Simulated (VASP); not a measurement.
# K2SiB2 (P6/mmm) in VASP: notebook, part 2 of 2

VASP 6.6.1.

**3. Single point, PBE**

This run uses another cell than the first one, of 18.91 Å³/atom, 1.283 times its volume.

File INCAR:

```
SYSTEM = K2SiB2
PREC = Accurate ; ENCUT = 520
EDIFF = 1E-7 ; ISMEAR = 0
SIGMA = 0.1 ; LREAL = .False.
LASPH = .True. ; NELM = 80
ALGO = Normal ; ISIF = 2
LWAVE = .False. ; LCHARG = .False.
GGA = PE ; NBANDS = 22
```

File KPOINTS:

```
Automatic mesh
0
Gamma
  12 12 4
  0 0 0
```

File POSCAR:

```
K2SiB2
1.0
    3.1152336555      0.0000000000      0.0000000000
   -1.5576168278      2.6978714844      0.0000000000
    0.0000000000      0.0000000000     11.2523586830
K Si B
2 1 2
Direct
    0.0000000000      0.0000000000      0.7129431391
    0.0000000000      0.0000000000      0.2870568609
    0.0000000000      0.0000000000      0.0000000000
    0.3333333333      0.6666666667      0.5000000000
    0.6666666667      0.3333333333      0.5000000000
```

Potentials or basis: VASP PAW PBE potentials, release 64 (K_sv, Si, B).

Run with:

```bash
cat potpaw_PBE.64/K_sv/POTCAR potpaw_PBE.64/Si/POTCAR potpaw_PBE.64/B/POTCAR > POTCAR
mpirun -np 1 vasp_std > vasp.out
```

OUTCAR:

```text
SYSTEM = K2SiB2
   PREC = Accurate
   ENCUT = 520
   EDIFF = 1E-7
   ISMEAR = 0
   LREAL = .False.
   LASPH = .True.
   NELM = 80
   ISIF = 2
   GGA = PE

 ion  position               nearest neighbor table
   1  0.000  0.000  0.713-   3 3.23
   2  0.000  0.000  0.287-   3 3.23
   3  0.000  0.000  0.000-   1 3.23   2 3.23
   4  0.333  0.667  0.500-   5 1.80   5 1.80   5 1.80
   5  0.667  0.333  0.500-   4 1.80   4 1.80   4 1.80

  LATTYP: Found a hexagonal cell.
 ALAT       =     3.1152336555
 C/A-ratio  =     3.6120432453

  Lattice vectors:

 A1 = (   3.1152336555,   0.0000000000,   0.0000000000)
 A2 = (  -1.5576168278,   2.6978714844,   0.0000000000)
 A3 = (   0.0000000000,   0.0000000000,  11.2523586830)

Analysis of symmetry for initial positions (statically):
=====================================================================
 Subroutine PRICEL returns:
 Original cell was already a primitive cell.

 Routine SETGRP: Setting up the symmetry group for a
 hexagonal supercell.

 Subroutine GETGRP returns: Found 24 space group operations
 (whereof 24 operations were pure point group operations)
 out of a pool of 24 trial point group operations.

The static configuration has the point symmetry D_6h.

Analysis of symmetry for dynamics (positions and initial velocities):
=====================================================================
 Subroutine PRICEL returns:
 Original cell was already a primitive cell.

 Routine SETGRP: Setting up the symmetry group for a
 hexagonal supercell.

 Subroutine GETGRP returns: Found 24 space group operations
 (whereof 24 operations were pure point group operations)
 out of a pool of 24 trial point group operations.

The dynamic configuration has the point symmetry D_6h.

 Subroutine INISYM returns: Found 24 space group operations
 (whereof 24 operations are pure point group operations),
 and found     1 'primitive' translations

----------------------------------------------------------------------------------------

                                     Primitive cell

  volume of cell :      94.5704

  direct lattice vectors                    reciprocal lattice vectors
     3.115233655  0.000000000  0.000000000     0.321003209  0.185331289  0.000000000
    -1.557616828  2.697871484  0.000000000     0.000000000  0.370662578  0.000000000
     0.000000000  0.000000000 11.252358683     0.000000000  0.000000000  0.088870256

  length of vectors
     3.115233655  3.115233656 11.252358683     0.370662578  0.370662578  0.088870256

  position of ions in fractional coordinates (direct lattice)
     0.000000000  0.000000000  0.712943139
     0.000000000  0.000000000  0.287056861
     0.000000000  0.000000000  0.000000000
     0.333333333  0.666666667  0.500000000
     0.666666667  0.333333333  0.500000000

  ion indices of the primitive-cell ions
   primitive index   ion index
                 1           1
                 2           2
                 3           3
                 4           4
                 5           5

----------------------------------------------------------------------------------------

 KPOINTS: Automatic mesh

Automatic generation of k-mesh.
 Grid dimensions read from file:
 generate k-points for:   12   12    4

 Generating k-lattice:

  Cartesian coordinates                     Fractional coordinates (reciprocal lattice)
     0.026750267  0.015444274  0.000000000     0.083333333 -0.000000000  0.000000000
     0.000000000  0.030888548  0.000000000     0.000000000  0.083333333  0.000000000
     0.000000000  0.000000000  0.022217564     0.000000000  0.000000000  0.250000000

  Length of vectors
     0.030888548  0.030888548  0.022217564

  Shift w.r.t. Gamma in fractional coordinates (k-lattice)
     0.000000000  0.000000000  0.000000000

 Subroutine IBZKPT returns following result:
 ===========================================

 Found     57 irreducible k-points:

 Following reciprocal coordinates:
            Coordinates               Weight
  0.000000  0.000000  0.000000      1.000000
  0.083333  0.000000  0.000000      6.000000
  0.166667 -0.000000  0.000000      6.000000
  0.250000 -0.000000  0.000000      6.000000
  0.333333 -0.000000  0.000000      6.000000
  0.416667  0.000000  0.000000      6.000000
[... 16 lines left out ...]
  0.250000 -0.000000  0.250000     12.000000
  0.333333 -0.000000  0.250000     12.000000
 [... further k-points ...]
   k-points           NKPTS =     57   k-points in BZ     NKDIM =     57   number of bands    NBANDS=     22
   number of dos      NEDOS =    301   number of ions     NIONS =      5
   total plane-waves  NPLWV =  48384
   dimension x,y,z NGX =    24 NGY =   24 NGZ =   84
   dimension x,y,z NGXF=    48 NGYF=   48 NGZF=  168
   ions per type =               2   1   2
   NGX,Y,Z   is equivalent  to a cutoff of  12.81, 12.81, 12.41 a.u.
   NGXF,Y,Z  is equivalent  to a cutoff of  25.62, 25.62, 24.82 a.u.
 SYSTEM =  K2SiB2
   PREC   = accura    normal or accurate (medium, high low for compatibility)
   ISTART =      0    job   : 0-new  1-cont  2-samecut
   ICHARG =      2    charge: 1-file 2-atom 10-const
   ISPIN  =      1    spin polarized calculation?
   LNONCOLLINEAR =      F non collinear calculations
   LSORBIT =      F    spin-orbit coupling
   LASPH  =      T    aspherical Exc in radial PAW
   ENCUT  =  520.0 eV  38.22 Ry    6.18 a.u.   5.79  5.79 20.92*2*pi/ulx,y,z
   NELM   =     80;   NELMIN=  2; NELMDL= -5     # of ELM steps
   EDIFF  = 0.1E-06   stopping-criterion for ELM
   LREAL  =      F    real-space projection
   EDIFFG = 0.1E-05   stopping-criterion for IOM
   NSW    =      0    number of steps for IOM
   IBRION =     -1    ionic relax: 0-MD 1-quasi-New 2-CG
   NFREE  =      0    steps in history (QN), initial steepest desc. (CG)
   ISIF   =      2    stress and relaxation
   ISYM   =      2    0-nonsym 1-usesym 2-fastsym
   POTIM  = 0.5000    time-step for ionic-motion
   TEBEG  =    0.0;   TEEND  =   0.0 temperature during run
   PSTRESS=    0.0 pullay stress
   NELECT =      28.0000    total number of electrons
   NUPDOWN=      -1.0000    fix difference up-down
   EMIN   =  10.00;   EMAX   =-10.00  energy-range for DOS
   EFERMI =   0.00;   METHOD = LEGACY
   ISMEAR =     0;   SIGMA  =   0.10  broadening in eV -4-tet -1-fermi 0-gaus
   EFERMI_NEDOS =   21; number of points for ismear=-14 and -15
   IALGO  =     38    algorithm
   IMIX   =      4    mixing-type and parameters
     AMIX     =   0.40;   BMIX     =  1.00
     AMIX_MAG =   1.60;   BMIX_MAG =  1.00
  volume/ion in A,a.u.               =      18.91       127.64
  Fermi-wavevector in a.u.,A,eV,Ry     =   1.091128  2.061933 16.198556  1.190560
  Thomas-Fermi vector in A             =   2.227367
   LORBIT       =      0    0 simple, 1 ext, 2 COOP (PROOUT), +10 PAW based schemes
   GGA     = PE    functional components
   LHFCALC =     F    Hartree Fock is set to
   AEXX    =    0.0000 exact exchange contribution
   IVDW    =     0    specifies the selected vdW correction
   LEPSILON=     F    determine dielectric tensor
   LRPA    =     F    only Hartree local field effects (RPA)
 non-spin polarized calculation
 Gauss-broadening in eV      SIGMA  =   0.10
  energy-cutoff  :      520.00
  volume of cell :       94.57
 maximum number of plane-waves:      2574
 NGX is ok and might be reduce to    24
   NGX = 11   NGY = 11   NGZ = 41

 number of electron      27.9999999 magnetization

 Free energy of the ion-electron system (eV)
  ---------------------------------------------------
  ext. energy  EPLUGINS =         0.00000000
  ---------------------------------------------------
  free energy    TOTEN  =       -17.48781868 eV

  energy without entropy =      -17.47341139  energy(sigma->0) =      -17.48061504

 E-fermi :   3.4740     XC(G=0):  -9.2474

 val. band max:        3.4617383944   @ k =   0.1667   0.0833   0.5000
 cond. band min:       3.5024843929   @ k =   0.2500   0.2500   0.0000
 fundamental gap:      0.0407459985
 Fermi energy:         3.4739530588

 k-point     1 :       0.0000    0.0000    0.0000
  band No.  band energies     occupation
      1     -28.6713      2.00000
      2     -28.6702      2.00000
      3     -12.1049      2.00000
      4     -11.9908      2.00000
      5     -11.3477      2.00000
      6     -11.3477      2.00000
[... 574 lines left out ...]
      6     -11.6930      2.00000
[... 14 lines left out ...]
     21       8.4852      0.00000
     22       9.1542      0.00000

 [... further k-points ...]
[... 5 lines left out ...]
  --------------------------------------------------------------------------------------
  -------------------------------------------------------------------------------------
  Total        0.0741129      0.0741129      0.1032540     -0.0000000      0.0000000     -0.0000000
  in kB        1.2555925      1.2555925      1.7492907     -0.0000000      0.0000000     -0.0000000
  external PRESSURE =       1.4201586 kB  Pullay stress =       0.0000000 kB

 VOLUME and BASIS-vectors are now :
 -----------------------------------------------------------------------------
  energy-cutoff  :      520.00
  volume of cell :       94.57
      direct lattice vectors                 reciprocal lattice vectors
     3.115233655  0.000000000  0.000000000     0.321003209  0.185331289  0.000000000
    -1.557616828  2.697871484  0.000000000     0.000000000  0.370662578  0.000000000
     0.000000000  0.000000000 11.252358683     0.000000000  0.000000000  0.088870256

 POSITION                                       TOTAL-FORCE (eV/Angst)
 -----------------------------------------------------------------------------------
      0.00000      0.00000      8.02229        -0.000000     -0.000000      0.008282
      0.00000      0.00000      3.23007        -0.000000      0.000000     -0.008282
      0.00000      0.00000      0.00000        -0.000000      0.000000      0.000000
     -0.00000      1.79858      5.62618         0.000000     -0.000000     -0.000000
      1.55762      0.89929      5.62618        -0.000000      0.000000      0.000000
 -----------------------------------------------------------------------------------
    total drift:                               -0.000000      0.000000      0.000000

  FREE ENERGIE OF THE ION-ELECTRON SYSTEM (eV)
  ---------------------------------------------------
  free  energy   TOTEN  =       -17.4878186796 eV

  energy  without entropy=      -17.4734113931  energy(sigma->0) =      -17.48061504
```

Wall time 1.7 min (1 thread of Intel Xeon Platinum 8488C (Sapphire Rapids), shared host); peak memory 0.27 GiB.

What came out:

* Free energy: -17.4878 eV
* Pressure: 0.1 GPa
* Largest force: 0.008 eV/Å
* Band gap on the k mesh: zero (band 14 reaches 4.87 eV, above the bottom of band 15 at 2.88 eV)

Forces on the atoms (eV/Å):
```
K    0.000  0.000  0.008
K    0.000  0.000 -0.008
Si   0.000  0.000  0.000
B    0.000  0.000  0.000
B    0.000  0.000  0.000
```

**4. Relaxation of cell and atoms, PBE**

This run uses another cell than the first one, of 18.88 Å³/atom, 1.280 times its volume.

File INCAR:

```
ALGO = Normal
EDIFF = 1E-6
EDIFFG = -0.01
ENCUT = 600
GGA = PE
IBRION = 2
ISIF = 3
ISMEAR = 0
LASPH = T
LCHARG = F
LREAL = F
LWAVE = F
NELM = 100
NSW = 100
PREC = Accurate
SIGMA = 0.1
```

File KPOINTS:

```
k-points
0
Gamma
  12 12 4
```

File POSCAR:

```
K2SiB2
1.0
    3.1103160282      0.0000000000      0.0000000000
   -1.5551580141      2.6936126943      0.0000000000
    0.0000000000      0.0000000000     11.2665118356
K Si B
2 1 2
Direct
    0.0000000000      0.0000000000      0.7101539039
    0.0000000000      0.0000000000      0.2898460961
    0.0000000000      0.0000000000      0.0000000000
    0.3333333333      0.6666666667      0.5000000000
    0.6666666667      0.3333333333      0.5000000000
```

Run with:

```bash
cat potpaw_PBE.64/K_sv/POTCAR potpaw_PBE.64/Si/POTCAR potpaw_PBE.64/B/POTCAR > POTCAR
mpirun -np 1 vasp_std > vasp.out
```

Run time: 9.8 min. Hardware: 1 thread of Intel Xeon Platinum 8259CL at 2.50GHz (Skylake/Cascade Lake), shared host; peak memory 0.35 GiB.

It converged, with:

| Quantity | Value |
| --- | --- |
| Free energy | -17.4894 eV |
| Relaxed volume | 18.98 Å³/atom |
| Relaxed cell | a = 3.118 Å, b = 3.118 Å, c = 11.271 Å, α = 90.00°, β = 90.00°, γ = 120.00° |
| Space group after relaxing (to 0.05 Å) | P6/mmm (No. 191) |
| Energy gained by relaxing | 1.1 meV/atom |
| Ionic steps | 7 |
| Pressure after relaxing | 0.0 GPa |
| Largest force after relaxing | 0.004 eV/Å |
| Band gap on the k mesh | zero (band 14 reaches 4.85 eV, above the bottom of band 15 at 2.86 eV) |

Forces in eV/Å, atoms in the order of the input:
```
K    0.000  0.000 -0.004
K    0.000  0.000  0.004
Si   0.000  0.000  0.000
B    0.000  0.000  0.000
B    0.000  0.000  0.000
```

Stress tensor (GPa, compression positive):
```
 0.02  0.00  0.00
 0.00  0.02  0.00
 0.00  0.00 -0.06
```

The path:
| step | energy change (eV) | largest force (eV/Å) | pressure (GPa) | volume (Å³) |
| --- | --- | --- | --- | --- |
| 1 | 0.0000 | 0.1469 | 0.49 | 94.39 |
| 2 | -0.0030 | 0.0944 | 0.02 | 95.19 |
| 3 | -0.0033 | 0.0700 | -0.19 | 95.57 |
| 4 | -0.0042 | 0.0542 | -0.15 | 95.39 |
| 5 | -0.0053 | 0.0046 | 0.01 | 94.85 |
| 6 | -0.0053 | 0.0062 | 0.02 | 94.87 |
| 7 | -0.0053 | 0.0038 | -0.01 | 94.88 |

Final structure:
```cif
data_structure
_symmetry_space_group_name_H-M 'P 1'
_symmetry_Int_Tables_number 1
_cell_length_a 3.1178
_cell_length_b 3.1178
_cell_length_c 11.2706
_cell_angle_alpha 90.000
_cell_angle_beta 90.000
_cell_angle_gamma 120.000
_cell_volume 94.88
loop_
_atom_site_label
_atom_site_type_symbol
_atom_site_fract_x
_atom_site_fract_y
_atom_site_fract_z
_atom_site_occupancy
K1 K 0.00000 0.00000 0.71300 1
K2 K 0.00000 0.00000 0.28700 1
Si1 Si 0.00000 0.00000 0.00000 1
B1 B 0.33333 0.66667 0.50000 1
B2 B 0.66667 0.33333 0.50000 1
```

Levels at points of the mesh, in eV from the Fermi level:
| k point | band 10 | band 11 | band 12 | band 13 | band 14 | band 15 | band 16 | band 17 | band 18 |
| --- | --- | --- | --- | --- | --- | --- | --- | --- | --- |
| (0.00, 0.00, 0.00) | -9.18 | -3.59 | -2.32 | 0.31 | 1.39 | 1.39 | 1.86 | 3.72 | 5.61 |
| (0.50, 0.00, 0.00) | -5.67 | -5.40 | -3.29 | -0.85 | -0.59 | 0.16 | 1.28 | 1.82 | 2.38 |
| (0.00, 0.00, 0.50) | -9.25 | -3.13 | -2.94 | 1.00 | 1.27 | 1.39 | 1.39 | 3.81 | 5.61 |
| (0.50, 0.00, 0.50) | -5.60 | -5.49 | -3.30 | -0.85 | -0.50 | 0.40 | 0.89 | 1.95 | 2.01 |

**5. The runs side by side**

| task | cell | k mesh | cutoff (eV) | gap on the mesh (eV) | pressure (GPa) | largest force (eV/Å) |
| --- | --- | --- | --- | --- | --- | --- |
| single point | a = 3.835, b = 3.835, c = 5.787 Å, angles 90.0, 90.0, 120.0°, 5 atoms | 6 × 6 × 4 | 520 | none | 129.3 | 75.05 |
| single point | a = 3.115, b = 3.115, c = 11.252 Å, angles 90.0, 90.0, 120.0°, 5 atoms | 12 × 12 × 4 | 520 | none | 0.1 | 0.01 |
| relaxation of cell and atoms | relaxed from a = 3.110, b = 3.110, c = 11.267 Å, angles 90.0, 90.0, 120.0°, 5 atoms | 12 × 12 × 4 | 600 | none | 0.0 | - |

Alike in all rows: level PBE; potentials or basis VASP PAW PBE potentials, release 64 (K_sv, Si, B); no spin polarisation; smearing gaussian 0.1 eV.

Caveats: forces of over 1 eV/Å act on the atoms, so gaps and moduli don't describe the material at rest (some runs).

Absolute energies hang on the potentials; compare differences alone.
